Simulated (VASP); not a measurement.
# ZrSnSe3 (Pm-3m) in VASP: single point with PBE

Aim: the single point of ZrSnSe3 with PBE.

All numbers are computed with VASP 6.6.1; they aren't measurements. Logs are shortened: lines on timing, memory, paths and dates and some standing lists are left out, and cuts for length are marked.

## 1. The cell of the first run

The structure is cubic, space group Pm-3m (No. 221). Conventional cell: a = 5.070 Å, b = 5.070 Å, c = 5.070 Å, α = 90.00°, β = 90.00°, γ = 90.00°. Zr (site symmetry m-3m) has 6 Se at 2.54 Å within 3.3 Å. Within 4.7 Å of Sn (site symmetry m-3m) lie 12 Se at 3.59 Å and 8 Zr at 4.39 Å. Within 3.3 Å of Se (site symmetry 4/mmm) lie 2 Zr at 2.54 Å.

## 2. Single point, PBE

Contents of INCAR:

```
PREC     = Accurate       # precision mode
ENCUT    = 520            # plane-wave cutoff, eV
EDIFF    = 1E-7           # SCF threshold, eV
ISMEAR   = 0              # smearing method
SIGMA    = 0.1            # smearing width, eV
LREAL    = False          # projectors in reciprocal space
LASPH    = True           # aspherical terms in the spheres
NELM     = 100            # most SCF steps
ALGO     = Normal         # electronic algorithm
ISIF     = 2              # what is computed and relaxed
LWAVE    = False          # write WAVECAR
LCHARG   = False          # write CHGCAR
GGA      = PE             # functional
NBANDS   = 30             # bands
```

Contents of KPOINTS:

```
regular mesh
0
Gamma
  4 4 4
```

Contents of POSCAR:

```
ZrSnSe3
1.0
    5.0702991100      0.0000000000      0.0000000000
    0.0000000000      5.0702991100      0.0000000000
    0.0000000000      0.0000000000      5.0702991100
Zr Sn Se
1 1 3
Direct
    0.5000000000      0.5000000000      0.5000000000
    0.0000000000      0.0000000000      0.0000000000
    0.5000000000      0.5000000000      0.0000000000
    0.0000000000      0.5000000000      0.5000000000
    0.5000000000      0.0000000000      0.5000000000
```

Potentials or basis: VASP PAW PBE potentials, release 64 (Zr_sv, Sn_d, Se).

Launch:

```sh
$ cat potpaw_PBE.64/Zr_sv/POTCAR potpaw_PBE.64/Sn_d/POTCAR potpaw_PBE.64/Se/POTCAR > POTCAR
$ mpirun -np 1 vasp_std > vasp.out
```

OUTCAR:

```text
PREC = Accurate
   ENCUT = 520
   EDIFF = 1E-7
   ISMEAR = 0
   LREAL = False
   LASPH = True
   NELM = 100
   ISIF = 2
   GGA = PE

 ion  position               nearest neighbor table
   1  0.500  0.500  0.500-   3 2.54   4 2.54   5 2.54   3 2.54   5 2.54   4 2.54
   2  0.000  0.000  0.000-
   3  0.500  0.500  0.000-   1 2.54   1 2.54
   4  0.000  0.500  0.500-   1 2.54   1 2.54
   5  0.500  0.000  0.500-   1 2.54   1 2.54

  LATTYP: Found a simple cubic cell.
 ALAT       =     5.0702991100

  Lattice vectors:

 A1 = (   5.0702991100,   0.0000000000,   0.0000000000)
 A2 = (   0.0000000000,   5.0702991100,   0.0000000000)
 A3 = (   0.0000000000,   0.0000000000,   5.0702991100)

Analysis of symmetry for initial positions (statically):
=====================================================================
 Subroutine PRICEL returns:
 Original cell was already a primitive cell.

 Routine SETGRP: Setting up the symmetry group for a
 simple cubic supercell.

 Subroutine GETGRP returns: Found 48 space group operations
 (whereof 48 operations were pure point group operations)
 out of a pool of 48 trial point group operations.

The static configuration has the point symmetry O_h .

Analysis of symmetry for dynamics (positions and initial velocities):
=====================================================================
 Subroutine PRICEL returns:
 Original cell was already a primitive cell.

 Routine SETGRP: Setting up the symmetry group for a
 simple cubic supercell.

 Subroutine GETGRP returns: Found 48 space group operations
 (whereof 48 operations were pure point group operations)
 out of a pool of 48 trial point group operations.

The dynamic configuration has the point symmetry O_h .

 Subroutine INISYM returns: Found 48 space group operations
 (whereof 48 operations are pure point group operations),
 and found     1 'primitive' translations

----------------------------------------------------------------------------------------

                                     Primitive cell

  volume of cell :     130.3469

  direct lattice vectors                    reciprocal lattice vectors
     5.070299110  0.000000000  0.000000000     0.197227023  0.000000000  0.000000000
     0.000000000  5.070299110  0.000000000     0.000000000  0.197227023  0.000000000
     0.000000000  0.000000000  5.070299110     0.000000000  0.000000000  0.197227023

  length of vectors
     5.070299110  5.070299110  5.070299110     0.197227023  0.197227023  0.197227023

  position of ions in fractional coordinates (direct lattice)
     0.500000000  0.500000000  0.500000000
     0.000000000  0.000000000  0.000000000
     0.500000000  0.500000000  0.000000000
     0.000000000  0.500000000  0.500000000
     0.500000000  0.000000000  0.500000000

  ion indices of the primitive-cell ions
   primitive index   ion index
                 1           1
                 2           2
                 3           3
                 4           4
                 5           5

----------------------------------------------------------------------------------------

 KPOINTS: regular mesh

Automatic generation of k-mesh.
 Grid dimensions read from file:
 generate k-points for:    4    4    4

 Generating k-lattice:

  Cartesian coordinates                     Fractional coordinates (reciprocal lattice)
     0.049306756  0.000000000  0.000000000     0.250000000  0.000000000  0.000000000
     0.000000000  0.049306756  0.000000000     0.000000000  0.250000000  0.000000000
     0.000000000  0.000000000  0.049306756     0.000000000  0.000000000  0.250000000

  Length of vectors
     0.049306756  0.049306756  0.049306756

  Shift w.r.t. Gamma in fractional coordinates (k-lattice)
     0.000000000  0.000000000  0.000000000

 Subroutine IBZKPT returns following result:
 ===========================================

 Found     10 irreducible k-points:

 Following reciprocal coordinates:
            Coordinates               Weight
  0.000000  0.000000  0.000000      1.000000
  0.250000  0.000000  0.000000      6.000000
  0.500000  0.000000  0.000000      3.000000
  0.250000  0.250000  0.000000     12.000000
  0.500000  0.250000  0.000000     12.000000
  0.500000  0.500000  0.000000      3.000000
  0.250000  0.250000  0.250000      8.000000
  0.500000  0.250000  0.250000     12.000000
  0.500000  0.500000  0.250000      6.000000
  0.500000  0.500000  0.500000      1.000000
   k-points           NKPTS =     10   k-points in BZ     NKDIM =     10   number of bands    NBANDS=     30
   number of dos      NEDOS =    301   number of ions     NIONS =      5
   total plane-waves  NPLWV =  64000
   dimension x,y,z NGX =    40 NGY =   40 NGZ =   40
   dimension x,y,z NGXF=    80 NGYF=   80 NGZF=   80
   ions per type =               1   1   3
   NGX,Y,Z   is equivalent  to a cutoff of  13.12, 13.12, 13.12 a.u.
   NGXF,Y,Z  is equivalent  to a cutoff of  26.23, 26.23, 26.23 a.u.
 SYSTEM =  unknown system
   PREC   = accura    normal or accurate (medium, high low for compatibility)
   ISTART =      0    job   : 0-new  1-cont  2-samecut
   ICHARG =      2    charge: 1-file 2-atom 10-const
   ISPIN  =      1    spin polarized calculation?
   LNONCOLLINEAR =      F non collinear calculations
   LSORBIT =      F    spin-orbit coupling
   LASPH  =      T    aspherical Exc in radial PAW
   ENCUT  =  520.0 eV  38.22 Ry    6.18 a.u.   9.43  9.43  9.43*2*pi/ulx,y,z
   NELM   =    100;   NELMIN=  2; NELMDL= -5     # of ELM steps
   EDIFF  = 0.1E-06   stopping-criterion for ELM
   LREAL  =      F    real-space projection
   EDIFFG = 0.1E-05   stopping-criterion for IOM
   NSW    =      0    number of steps for IOM
   IBRION =     -1    ionic relax: 0-MD 1-quasi-New 2-CG
   NFREE  =      0    steps in history (QN), initial steepest desc. (CG)
   ISIF   =      2    stress and relaxation
   ISYM   =      2    0-nonsym 1-usesym 2-fastsym
   POTIM  = 0.5000    time-step for ionic-motion
   TEBEG  =    0.0;   TEEND  =   0.0 temperature during run
   PSTRESS=    0.0 pullay stress
   NELECT =      44.0000    total number of electrons
   NUPDOWN=      -1.0000    fix difference up-down
   EMIN   =  10.00;   EMAX   =-10.00  energy-range for DOS
   EFERMI =   0.00;   METHOD = LEGACY
   ISMEAR =     0;   SIGMA  =   0.10  broadening in eV -4-tet -1-fermi 0-gaus
   EFERMI_NEDOS =   21; number of points for ismear=-14 and -15
   IALGO  =     38    algorithm
   IMIX   =      4    mixing-type and parameters
     AMIX     =   0.40;   BMIX     =  1.00
     AMIX_MAG =   1.60;   BMIX_MAG =  1.00
  volume/ion in A,a.u.               =      26.07       175.92
  Fermi-wavevector in a.u.,A,eV,Ry     =   1.139879  2.154059 17.678383  1.299324
  Thomas-Fermi vector in A             =   2.276582
   LORBIT       =      0    0 simple, 1 ext, 2 COOP (PROOUT), +10 PAW based schemes
   GGA     = PE    functional components
   LHFCALC =     F    Hartree Fock is set to
   AEXX    =    0.0000 exact exchange contribution
   IVDW    =     0    specifies the selected vdW correction
   LEPSILON=     F    determine dielectric tensor
   LRPA    =     F    only Hartree local field effects (RPA)
 non-spin polarized calculation
 Gauss-broadening in eV      SIGMA  =   0.10
  energy-cutoff  :      520.00
  volume of cell :      130.35
 maximum number of plane-waves:      3544
 NGX is ok and might be reduce to    40
   NGX = 19   NGY = 19   NGZ = 19

 number of electron      44.0000010 magnetization

 Free energy of the ion-electron system (eV)
  ---------------------------------------------------
  ext. energy  EPLUGINS =         0.00000000
  ---------------------------------------------------
  free energy    TOTEN  =       -25.52755638 eV

  energy without entropy =      -25.50121784  energy(sigma->0) =      -25.51438711

 E-fermi :   5.2269     XC(G=0):  -9.6286

 val. band max:        5.2211702984   @ k =   0.5000   0.5000   0.0000
 cond. band min:       5.2366990290   @ k =   0.2500   0.2500   0.2500
 fundamental gap:      0.0155287306
 Fermi energy:         5.2268956127

 k-point     1 :       0.0000    0.0000    0.0000
  band No.  band energies     occupation
      1     -44.1637      2.00000
      2     -22.3079      2.00000
      3     -22.3079      2.00000
      4     -22.3079      2.00000
      5     -17.4564      2.00000
      6     -17.4564      2.00000
[... 22 lines left out ...]
     29       7.8327      0.00000
     30       7.8327      0.00000

 k-point     2 :       0.2500    0.0000    0.0000
  band No.  band energies     occupation
      1     -44.1638      2.00000
      2     -22.3174      2.00000
      3     -22.3074      2.00000
      4     -22.3074      2.00000
      5     -17.4563      2.00000
      6     -17.4557      2.00000
[... 22 lines left out ...]
     29       7.6644      0.00000
     30       8.8957      0.00000

 k-point     3 :       0.5000    0.0000    0.0000
  band No.  band energies     occupation
      1     -44.1638      2.00000
      2     -22.3269      2.00000
      3     -22.3070      2.00000
      4     -22.3070      2.00000
      5     -17.4563      2.00000
      6     -17.4550      2.00000
[... 22 lines left out ...]
     29       7.9583      0.00000
     30       9.3111      0.00000

 k-point     4 :       0.2500    0.2500    0.0000
  band No.  band energies     occupation
      1     -44.1638      2.00000
      2     -22.3170      2.00000
      3     -22.3169      2.00000
      4     -22.3070      2.00000
      5     -17.4560      2.00000
      6     -17.4553      2.00000
[... 22 lines left out ...]
     29       8.1843      0.00000
     30      10.2904      0.00000

 k-point     5 :       0.5000    0.2500    0.0000
  band No.  band energies     occupation
      1     -44.1639      2.00000
      2     -22.3264      2.00000
      3     -22.3164      2.00000
      4     -22.3065      2.00000
      5     -17.4558      2.00000
      6     -17.4547      2.00000
[... 22 lines left out ...]
     29       8.2523      0.00000
     30      10.8952      0.00000

 k-point     6 :       0.5000    0.5000    0.0000
  band No.  band energies     occupation
      1     -44.1640      2.00000
      2     -22.3259      2.00000
      3     -22.3259      2.00000
      4     -22.3060      2.00000
      5     -17.4556      2.00000
      6     -17.4543      2.00000
[... 22 lines left out ...]
     29       8.3443      0.00000
     30      12.1011      0.00000

 k-point     7 :       0.2500    0.2500    0.2500
  band No.  band energies     occupation
      1     -44.1639      2.00000
      2     -22.3165      2.00000
      3     -22.3164      2.00000
      4     -22.3164      2.00000
      5     -17.4553      2.00000
      6     -17.4553      2.00000
[... 22 lines left out ...]
     29      10.2332      0.00000
     30      10.2332      0.00000

 k-point     8 :       0.5000    0.2500    0.2500
  band No.  band energies     occupation
      1     -44.1640      2.00000
      2     -22.3259      2.00000
      3     -22.3160      2.00000
      4     -22.3159      2.00000
      5     -17.4552      2.00000
      6     -17.4546      2.00000
[... 22 lines left out ...]
     29      10.0765      0.00000
     30      11.0840      0.00000

 k-point     9 :       0.5000    0.5000    0.2500
  band No.  band energies     occupation
      1     -44.1640      2.00000
      2     -22.3254      2.00000
      3     -22.3254      2.00000
      4     -22.3155      2.00000
      5     -17.4549      2.00000
      6     -17.4542      2.00000
[... 22 lines left out ...]
     29      10.2277      0.00000
     30      11.8009      0.00000

 k-point    10 :       0.5000    0.5000    0.5000
  band No.  band energies     occupation
      1     -44.1641      2.00000
      2     -22.3249      2.00000
      3     -22.3249      2.00000
      4     -22.3249      2.00000
      5     -17.4542      2.00000
      6     -17.4542      2.00000
[... 22 lines left out ...]
     29      10.6452      0.00000
     30      10.6452      0.00000

------------------------ aborting loop because EDIFF is reached ----------------------------------------

  FORCE on cell =-STRESS in cart. coord.  units (eV):
  Direction    XX          YY          ZZ          XY          YZ          ZX
  --------------------------------------------------------------------------------------
  -------------------------------------------------------------------------------------
  Total        5.2657180      5.2657180      5.2657180      0.0000000      0.0000000     -0.0000000
  in kB       64.7243113     64.7243113     64.7243113      0.0000000      0.0000000     -0.0000000
  external PRESSURE =      64.7243113 kB  Pullay stress =       0.0000000 kB

 VOLUME and BASIS-vectors are now :
 -----------------------------------------------------------------------------
  energy-cutoff  :      520.00
  volume of cell :      130.35
      direct lattice vectors                 reciprocal lattice vectors
     5.070299110  0.000000000  0.000000000     0.197227023  0.000000000  0.000000000
     0.000000000  5.070299110  0.000000000     0.000000000  0.197227023  0.000000000
     0.000000000  0.000000000  5.070299110     0.000000000  0.000000000  0.197227023

 POSITION                                       TOTAL-FORCE (eV/Angst)
 -----------------------------------------------------------------------------------
      2.53515      2.53515      2.53515         0.000000      0.000000      0.000000
      0.00000      0.00000      0.00000         0.000000      0.000000      0.000000
      2.53515      2.53515      0.00000         0.000000      0.000000      0.000000
      0.00000      2.53515      2.53515         0.000000      0.000000      0.000000
      2.53515      0.00000      2.53515         0.000000      0.000000      0.000000
 -----------------------------------------------------------------------------------
    total drift:                                0.000000      0.000000     -0.000000

  FREE ENERGIE OF THE ION-ELECTRON SYSTEM (eV)
  ---------------------------------------------------
  free  energy   TOTEN  =       -25.5275563783 eV

  energy  without entropy=      -25.5012178430  energy(sigma->0) =      -25.51438711
```

It took 25 s on 1 thread of Intel Xeon 6975P-C (Granite Rapids), shared host; peak memory 0.26 GiB.

Results:

```yaml
Free_energy: -25.5276 eV
Pressure: 6.5 GPa
Band_gap_on_the_k_mesh: zero (band 22 reaches 5.25 eV, above the bottom of band 23 at 5.24 eV)
```

Levels at points of the mesh, in eV from the Fermi level:
```
           k point  band 20  band 21  band 22  band 23  band 24  band 25
(0.00, 0.00, 0.00)    -0.87    -0.87    -0.87     0.03     0.03     0.03
(0.50, 0.00, 0.00)    -1.44    -0.80    -0.80     0.03     0.11     1.31
(0.50, 0.50, 0.00)    -2.99    -2.28    -0.01     0.16     2.10     2.10
(0.50, 0.50, 0.50)     0.03     0.03     0.03     1.46     1.46     1.46
```

Caveat: spin-orbit coupling is left out, which moves the levels of the heavy elements.
